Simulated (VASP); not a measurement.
**C7O: single point with PBE+D3(BJ)**

C7O, a slab with vacuum:

```xyz
8
Lattice="2.4649 0.0000 0.0000 1.2325 2.1347 0.0000 0.0000 0.0000 26.8987" Properties=species:S:1:pos:R:3 pbc="T T T"
C     0.6124    0.3536    8.5000
C     1.8449    1.0651    8.5008
C     1.8412    1.0630   11.8682
C     3.0736    1.7746   11.8696
C     3.0725    1.7739   15.2359
C     0.6076    0.3508   15.2366
C     1.8398    1.0622   18.3880
O     1.8398    1.0622   19.5222
```

```
Program             : VASP 6.6.1
Task                : single point
Functional          : PBE
Dispersion          : D3(BJ)
Potentials or basis : VASP PAW PBE potentials, release 64 (C, O)
Cutoff              : 520 eV
k mesh              : 12 × 12 × 1
Occupations         : gaussian, width 0.05 eV
Spin                : no spin polarisation
```

| Property | Result |
| --- | --- |
| Largest force | 0.944 eV/Å |
| Band gap on the k mesh | zero (bands 17 and 18 overlap by 0.03 eV) |
| Dispersion energy per atom | -0.136 eV |

Forces on the atoms (eV/Å):
```
C    0.000  0.000 -0.002
C    0.000  0.000  0.001
C    0.000  0.000 -0.003
C    0.000  0.000  0.001
C   -0.001  0.000  0.004
C    0.001  0.000 -0.003
C    0.000  0.000 -0.942
O    0.000  0.000  0.944
```

Levels at points of the mesh, in eV from the Fermi level:
```csv
k point,band 15,band 16,band 17,band 18,band 19,band 20
"(0.00, 0.00, 0.00)",-2.83,-2.59,-2.59,3.62,4.96,5.53
"(0.50, 0.00, 0.00)",-2.48,-2.18,-1.85,-0.01,1.62,1.98
"(0.50, 0.50, 0.00)",-2.47,-2.18,-1.85,-0.01,1.62,1.98
```

Run time: 8.7 min on 1 thread of Intel Xeon 8259CL (shared host), peak memory 0.32 GiB.
